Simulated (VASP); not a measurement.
# Zn2CdSe3 in VASP: notebook

Runs on Zn2CdSe3. Level: PBE. Tasks: single point.

All numbers are computed with VASP 6.6.1; they aren't measurements. Logs are shortened: lines on timing, memory, paths and dates and some standing lists are left out, and cuts for length are marked.

## (1) The cell of the first run

The typed cell holds 12 atoms: a = 4.154 Å, b = 4.153 Å, c = 20.505 Å, α = 90.01°, β = 90.00°, γ = 120.00°.

## (2) Single point, PBE

INCAR

```
PREC     = Accurate       # precision mode
ENCUT    = 520            # plane-wave cutoff, eV
EDIFF    = 1E-7           # SCF threshold, eV
ISMEAR   = 0              # smearing method
SIGMA    = 0.1            # smearing width, eV
LREAL    = F              # projectors in reciprocal space
LASPH    = T              # aspherical terms in the spheres
NELM     = 60             # most SCF steps
ALGO     = Normal         # electronic algorithm
ISIF     = 2              # what is computed and relaxed
LWAVE    = F              # write WAVECAR
LCHARG   = F              # write CHGCAR
GGA      = PE             # functional
NBANDS   = 66             # bands
```

KPOINTS

```
regular mesh
0
Gamma
  6 6 1
```

POSCAR

```
Zn2CdSe3
1.0
    4.1536325928      0.0000272670      0.0000450375
   -2.0767922805      3.5968534670     -0.0001840328
    0.0002342883     -0.0009311753     20.5045447972
Zn Cd Se
4 2 6
Direct
    0.0018558564      0.9987410122      0.0037624110
   -0.0010178118      1.0015066587      0.5037618989
    0.6671222992      0.3320940262      0.1625184908
    0.6659979959      0.3343969815      0.6625198318
    0.3328112355      0.6672255854      0.3354194222
    0.3332018741      0.6660523790      0.8354216297
    0.0005609586     -0.0012016165      0.1247398201
    0.9993120723      1.0010362946      0.6247423006
    0.6662400805      0.3337773758      0.2831092314
    0.6665172584      0.3328417947      0.7831099985
    0.3323797589      0.6680724751      0.4654456524
    0.3350184219      0.6654570333      0.9654493125
```

Potentials or basis: VASP PAW PBE potentials, release 64 (Zn, Cd, Se).

Started as:

```sh
cat potpaw_PBE.64/Zn/POTCAR potpaw_PBE.64/Cd/POTCAR potpaw_PBE.64/Se/POTCAR > POTCAR
mpirun -np 1 vasp_std > vasp.out
```

OUTCAR:

```text
PREC = Accurate
   ENCUT = 520
   EDIFF = 1E-7
   ISMEAR = 0
   LREAL = F
   LASPH = T
   NELM = 60
   ISIF = 2
   GGA = PE

 ion  position               nearest neighbor table
   1  0.002  0.999  0.004-   7 2.48  12 2.52  12 2.52  12 2.52
   2  0.999  0.002  0.504-   8 2.48  11 2.52  11 2.52  11 2.52
   3  0.667  0.332  0.163-   9 2.47   7 2.52   7 2.52   7 2.52
   4  0.666  0.334  0.663-  10 2.47   8 2.52   8 2.52   8 2.52
   5  0.333  0.667  0.335-   9 2.63   9 2.63   9 2.63  11 2.67
   6  0.333  0.666  0.835-  10 2.63  10 2.63  10 2.63  12 2.67
   7  0.001  0.999  0.125-   1 2.48   3 2.52   3 2.52   3 2.52
   8  0.999  0.001  0.625-   2 2.48   4 2.52   4 2.52   4 2.52
   9  0.666  0.334  0.283-   3 2.47   5 2.63   5 2.63   5 2.63
  10  0.667  0.333  0.783-   4 2.47   6 2.63   6 2.63   6 2.63
  11  0.332  0.668  0.465-   2 2.52   2 2.52   2 2.52   5 2.67
  12  0.335  0.665  0.965-   1 2.52   1 2.52   1 2.52   6 2.67

  LATTYP: Found a base centered monoclinic cell.
 ALAT       =    46.3427837503
 B/A-ratio  =     0.0896284655
 C/A-ratio  =     0.4689070544
 COS(beta)  =    -0.9892148712

  Lattice vectors:

 A1 = (   2.0766540558,  10.7915461103, -20.5050068206)
 A2 = (  -2.0769785370,  10.7915188433, -20.5050518581)
 A3 = (   0.0001862565,  -7.1946653763,  20.5048678253)

Analysis of symmetry for initial positions (statically):
=====================================================================
 Subroutine PRICEL returns:
 Original cell was already a primitive cell.

 Routine SETGRP: Setting up the symmetry group for a
 base centered monoclinic supercell.

 Subroutine GETGRP returns: Found  1 space group operations
 (whereof  1 operations were pure point group operations)
 out of a pool of  4 trial point group operations.

The static configuration has the point symmetry C_1 .

Analysis of symmetry for dynamics (positions and initial velocities):
=====================================================================
 Subroutine PRICEL returns:
 Original cell was already a primitive cell.

 Routine SETGRP: Setting up the symmetry group for a
 base centered monoclinic supercell.

 Subroutine GETGRP returns: Found  1 space group operations
 (whereof  1 operations were pure point group operations)
 out of a pool of  4 trial point group operations.

The dynamic configuration has the point symmetry C_1 .

 Subroutine INISYM returns: Found  1 space group operations
 (whereof  1 operations are pure point group operations),
 and found     1 'primitive' translations

----------------------------------------------------------------------------------------

                                     Primitive cell

  volume of cell :     306.3392

  direct lattice vectors                    reciprocal lattice vectors
     4.153632593  0.000027267  0.000045037     0.240752206  0.139008255  0.000003562
    -2.076792280  3.596853467 -0.000184033    -0.000001825  0.278019725  0.000012626
     0.000234288 -0.000931175 20.504544797    -0.000000529  0.000002190  0.048769676

  length of vectors
     4.153632593  4.153362622 20.504544820     0.278001654  0.278019725  0.048769676

  position of ions in fractional coordinates (direct lattice)
     0.001855856  0.998741012  0.003762411
     0.998982188  0.001506659  0.503761899
     0.667122299  0.332094026  0.162518491
     0.665997996  0.334396981  0.662519832
     0.332811236  0.667225585  0.335419422
     0.333201874  0.666052379  0.835421630
     0.000560959  0.998798384  0.124739820
     0.999312072  0.001036295  0.624742301
     0.666240081  0.333777376  0.283109231
     0.666517258  0.332841795  0.783109999
     0.332379759  0.668072475  0.465445652
     0.335018422  0.665457033  0.965449312

  ion indices of the primitive-cell ions
   primitive index   ion index
                 1           1
                 2           2
                 3           3
                 4           4
                 5           5
                 6           6
                 7           7
                 8           8
                 9           9
                10          10
                11          11
                12          12

----------------------------------------------------------------------------------------

 KPOINTS: regular mesh

Automatic generation of k-mesh.
 Grid dimensions read from file:
 generate k-points for:    6    6    1

 Generating k-lattice:

  Cartesian coordinates                     Fractional coordinates (reciprocal lattice)
     0.040125368  0.023168042  0.000000594     0.166666667 -0.000000000  0.000000000
    -0.000000304  0.046336621  0.000002104     0.000000000  0.166666667  0.000000000
    -0.000000529  0.000002190  0.048769676     0.000000000  0.000000000  1.000000000

  Length of vectors
     0.046333609  0.046336621  0.048769676

  Shift w.r.t. Gamma in fractional coordinates (k-lattice)
     0.000000000  0.000000000  0.000000000

 Subroutine IBZKPT returns following result:
 ===========================================

 Found     20 irreducible k-points:

 Following reciprocal coordinates:
            Coordinates               Weight
  0.000000  0.000000  0.000000      1.000000
  0.166667 -0.000000  0.000000      2.000000
 -0.166667  0.166667  0.000000      2.000000
  0.333333 -0.000000  0.000000      2.000000
 -0.333333  0.333333  0.000000      2.000000
  0.500000 -0.000000  0.000000      1.000000
[... 12 lines left out ...]
  0.333333  0.333333  0.000000      2.000000
  0.000000  0.500000 -0.000000      1.000000
   k-points           NKPTS =     20   k-points in BZ     NKDIM =     20   number of bands    NBANDS=     66
   number of dos      NEDOS =    301   number of ions     NIONS =     12
   total plane-waves  NPLWV = 163840
   dimension x,y,z NGX =    32 NGY =   32 NGZ =  160
   dimension x,y,z NGXF=    64 NGYF=   64 NGZF=  320
   ions per type =               4   2   6
   NGX,Y,Z   is equivalent  to a cutoff of  12.81, 12.81, 12.97 a.u.
   NGXF,Y,Z  is equivalent  to a cutoff of  25.62, 25.62, 25.94 a.u.
 SYSTEM =  unknown system
   PREC   = accura    normal or accurate (medium, high low for compatibility)
   ISTART =      0    job   : 0-new  1-cont  2-samecut
   ICHARG =      2    charge: 1-file 2-atom 10-const
   ISPIN  =      1    spin polarized calculation?
   LNONCOLLINEAR =      F non collinear calculations
   LSORBIT =      F    spin-orbit coupling
   LASPH  =      T    aspherical Exc in radial PAW
   ENCUT  =  520.0 eV  38.22 Ry    6.18 a.u.   7.72  7.72 38.12*2*pi/ulx,y,z
   NELM   =     60;   NELMIN=  2; NELMDL= -5     # of ELM steps
   EDIFF  = 0.1E-06   stopping-criterion for ELM
   LREAL  =      F    real-space projection
   EDIFFG = 0.1E-05   stopping-criterion for IOM
   NSW    =      0    number of steps for IOM
   IBRION =     -1    ionic relax: 0-MD 1-quasi-New 2-CG
   NFREE  =      0    steps in history (QN), initial steepest desc. (CG)
   ISIF   =      2    stress and relaxation
   ISYM   =      2    0-nonsym 1-usesym 2-fastsym
   POTIM  = 0.5000    time-step for ionic-motion
   TEBEG  =    0.0;   TEEND  =   0.0 temperature during run
   PSTRESS=    0.0 pullay stress
   NELECT =     108.0000    total number of electrons
   NUPDOWN=      -1.0000    fix difference up-down
   EMIN   =  10.00;   EMAX   =-10.00  energy-range for DOS
   EFERMI =   0.00;   METHOD = LEGACY
   ISMEAR =     0;   SIGMA  =   0.10  broadening in eV -4-tet -1-fermi 0-gaus
   EFERMI_NEDOS =   21; number of points for ismear=-14 and -15
   IALGO  =     38    algorithm
   IMIX   =      4    mixing-type and parameters
     AMIX     =   0.40;   BMIX     =  1.00
     AMIX_MAG =   1.60;   BMIX_MAG =  1.00
  volume/ion in A,a.u.               =      25.53       172.27
  Fermi-wavevector in a.u.,A,eV,Ry     =   1.156508  2.185483 18.197931  1.337510
  Thomas-Fermi vector in A             =   2.293127
   LORBIT       =      0    0 simple, 1 ext, 2 COOP (PROOUT), +10 PAW based schemes
   GGA     = PE    functional components
   LHFCALC =     F    Hartree Fock is set to
   AEXX    =    0.0000 exact exchange contribution
   IVDW    =     0    specifies the selected vdW correction
   LEPSILON=     F    determine dielectric tensor
   LRPA    =     F    only Hartree local field effects (RPA)
 non-spin polarized calculation
 Gauss-broadening in eV      SIGMA  =   0.10
  energy-cutoff  :      520.00
  volume of cell :      306.34
 maximum number of plane-waves:      8301
   NGX = 15   NGY = 15   NGZ = 77

 number of electron     107.9999985 magnetization

 Free energy of the ion-electron system (eV)
  ---------------------------------------------------
  ext. energy  EPLUGINS =         0.00000000
  ---------------------------------------------------
  free energy    TOTEN  =       -34.84871877 eV

  energy without entropy =      -34.84871875  energy(sigma->0) =      -34.84871876

 E-fermi :   1.5134     XC(G=0):  -8.9879

 val. band max:        1.1595124286   @ k =   0.0000   0.0000   0.0000
 cond. band min:       1.8579119267   @ k =   0.0000   0.0000   0.0000
 fundamental gap:      0.6983994981
 Fermi energy:         1.5134262458

 k-point     1 :       0.0000    0.0000    0.0000
  band No.  band energies     occupation
      1     -11.7678      2.00000
      2     -11.7140      2.00000
      3     -11.4958      2.00000
      4     -11.3609      2.00000
      5     -11.1895      2.00000
      6     -11.1070      2.00000
[... 58 lines left out ...]
     65       7.0153      0.00000
     66       7.0160      0.00000

 k-point     2 :       0.1667   -0.0000    0.0000
  band No.  band energies     occupation
      1     -11.6447      2.00000
      2     -11.5960      2.00000
      3     -11.3973      2.00000
      4     -11.2771      2.00000
      5     -11.1254      2.00000
      6     -11.0531      2.00000
[... 58 lines left out ...]
     65       6.8900      0.00000
     66       7.1147      0.00000

 k-point     3 :      -0.1667    0.1667    0.0000
  band No.  band energies     occupation
      1     -11.6447      2.00000
      2     -11.5960      2.00000
      3     -11.3973      2.00000
      4     -11.2771      2.00000
      5     -11.1254      2.00000
      6     -11.0531      2.00000
[... 1162 lines left out ...]
     65       6.8881      0.00000
     66       7.3322      0.00000

 k-point    20 :       0.0000    0.5000   -0.0000
  band No.  band energies     occupation
      1     -11.1705      2.00000
      2     -11.1553      2.00000
      3     -11.0712      2.00000
      4     -11.0330      2.00000
      5     -10.9661      2.00000
      6     -10.9428      2.00000
[... 58 lines left out ...]
     65       6.9065      0.00000
     66       7.4060      0.00000

------------------------ aborting loop because EDIFF is reached ----------------------------------------

  FORCE on cell =-STRESS in cart. coord.  units (eV):
  Direction    XX          YY          ZZ          XY          YZ          ZX
  --------------------------------------------------------------------------------------
  -------------------------------------------------------------------------------------
  Total        0.4280758      0.4328423      0.4381117      0.0008177      0.0024398      0.0015205
  in kB        2.2388690      2.2637979      2.2913576      0.0042769      0.0127601      0.0079524
  external PRESSURE =       2.2646749 kB  Pullay stress =       0.0000000 kB

 VOLUME and BASIS-vectors are now :
 -----------------------------------------------------------------------------
  energy-cutoff  :      520.00
  volume of cell :      306.34
      direct lattice vectors                 reciprocal lattice vectors
     4.153632593  0.000027267  0.000045037     0.240752206  0.139008255  0.000003562
    -2.076792280  3.596853467 -0.000184033    -0.000001825  0.278019725  0.000012626
     0.000234288 -0.000931175 20.504544797    -0.000000529  0.000002190  0.048769676

 POSITION                                       TOTAL-FORCE (eV/Angst)
 -----------------------------------------------------------------------------------
     -2.06647      3.59232      0.07696        -0.002933      0.000337     -0.005188
      4.14639      0.00498     10.32945         0.001437     -0.001189     -0.005089
      2.08133      1.19436      3.33234        -0.000475      0.001459      0.001013
      2.07199      1.20218     13.58464         0.001084     -0.001463      0.000978
     -0.00323      2.39961      6.87751         0.001227     -0.000800      0.005908
      0.00094      2.39492     17.12983        -0.000245      0.000878      0.005978
     -2.07194      3.59242      2.55755        -0.000596      0.001010      0.000185
      4.14877      0.00317     12.81010         0.000557     -0.000166     -0.000221
      2.07420      1.20030      5.80499         0.000894     -0.000695     -0.018020
      2.07741      1.19647     16.05728         0.000113      0.000655     -0.017806
     -0.00676      2.40253      9.54364         0.000933     -0.000782      0.016355
      0.00975      2.39266     19.79599        -0.001995      0.000756      0.015907
 -----------------------------------------------------------------------------------
    total drift:                                0.000111      0.000093      0.003854

  FREE ENERGIE OF THE ION-ELECTRON SYSTEM (eV)
  ---------------------------------------------------
  free  energy   TOTEN  =       -34.8487187725 eV

  energy  without entropy=      -34.8487187502  energy(sigma->0) =      -34.84871876
```

Run time: 10 min. Hardware: 1 thread of Intel Xeon Platinum 8259CL at 2.50GHz (Skylake/Cascade Lake), shared host; peak memory 0.6 GiB.

What came out:

| Item | Value |
| --- | --- |
| Free energy | -34.8487 eV |
| Pressure | 0.2 GPa |
| Largest force | 0.018 eV/Å |
| Band gap on the k mesh | 0.70 eV |

Forces on the atoms (eV/Å):
```
Zn  -0.003  0.000 -0.005
Zn   0.001 -0.001 -0.005
Zn   0.000  0.001  0.001
Zn   0.001 -0.001  0.001
Cd   0.001 -0.001  0.006
Cd   0.000  0.001  0.006
Se  -0.001  0.001  0.000
Se   0.001  0.000  0.000
Se   0.001 -0.001 -0.018
Se   0.000  0.001 -0.018
Se   0.001 -0.001  0.016
Se  -0.002  0.001  0.016
```

## (3) Single point, PBE

This run uses another cell than the first one: it holds 6 atoms, not 12.

INCAR

```
SYSTEM = Zn2CdSe3
ALGO = Normal
EDIFF = 1E-6
ENCUT = 520
GGA = PE
ISIF = 2
ISMEAR = 0
LASPH = .True.
LCHARG = .False.
LREAL = .False.
LWAVE = .False.
NBANDS = 36
NELM = 100
PREC = Accurate
SIGMA = 0.1
```

KPOINTS

```
k-points
0
Gamma
  6 6 2
  0 0 0
```

POSCAR

```
Zn2CdSe3
1.0
    4.0226602700      0.0000000000      0.0000000000
   -2.0113301300      3.4837259800      0.0000000000
    0.0000000000      0.0000000000      9.8534650700
Zn Cd Se
2 1 3
Direct
    0.0000000000      0.0000000000      0.0000000000
    0.6666666700      0.3333333300      0.3333333300
    0.3333333300      0.6666666700      0.6666666700
    0.0000000000      0.0000000000      0.2500000000
    0.6666666700      0.3333333300      0.5833333300
    0.3333333300      0.6666666700      0.9166666700
```

Potentials or basis: VASP PAW PBE potentials, release 64 (Zn, Cd, Se).

Started as:

```sh
cat potpaw_PBE.64/Zn/POTCAR potpaw_PBE.64/Cd/POTCAR potpaw_PBE.64/Se/POTCAR > POTCAR
mpirun -np 1 vasp_std > vasp.out
```

It took 42 s on 1 thread of Intel Xeon 6975P-C (Granite Rapids), shared host; peak memory 0.28 GiB.

The run converged. Its results:

```
Free energy            : -16.8263 eV
Pressure               : 8.2 GPa
Largest force          : 1.622 eV/Å
Band gap on the k mesh : 1.09 eV
```

Forces in eV/Å, atoms in the order of the input:
```
Zn   0.000  0.000  0.103
Zn   0.000  0.000  0.000
Cd   0.000  0.000 -0.080
Se   0.000  0.000  0.002
Se   0.000  0.000 -1.622
Se   0.000  0.000  1.596
```

Stress tensor (GPa, compression positive):
```
8.30 0.00 0.00
0.00 8.30 0.00
0.00 0.00 8.14
```

Levels at points of the mesh, in eV from the valence-band top:
| k point | band 25 | band 26 | band 27 | band 28 | band 29 | band 30 |
| --- | --- | --- | --- | --- | --- | --- |
| (0.00, 0.00, 0.00) | -0.05 | 0.00 | 0.00 | 1.09 | 2.43 | 2.80 |
| (0.50, 0.00, 0.00) | -1.98 | -1.44 | -1.32 | 2.84 | 3.29 | 3.42 |
| (0.00, 0.00, 0.50) | -0.46 | -0.15 | -0.15 | 2.21 | 2.35 | 2.72 |
| (0.50, 0.00, 0.50) | -2.01 | -0.98 | -0.98 | 2.44 | 3.26 | 3.53 |

Caveat: the cell stands under pressure; forces of over 1 eV/Å act on the atoms, so gaps and moduli don't describe the material at rest.
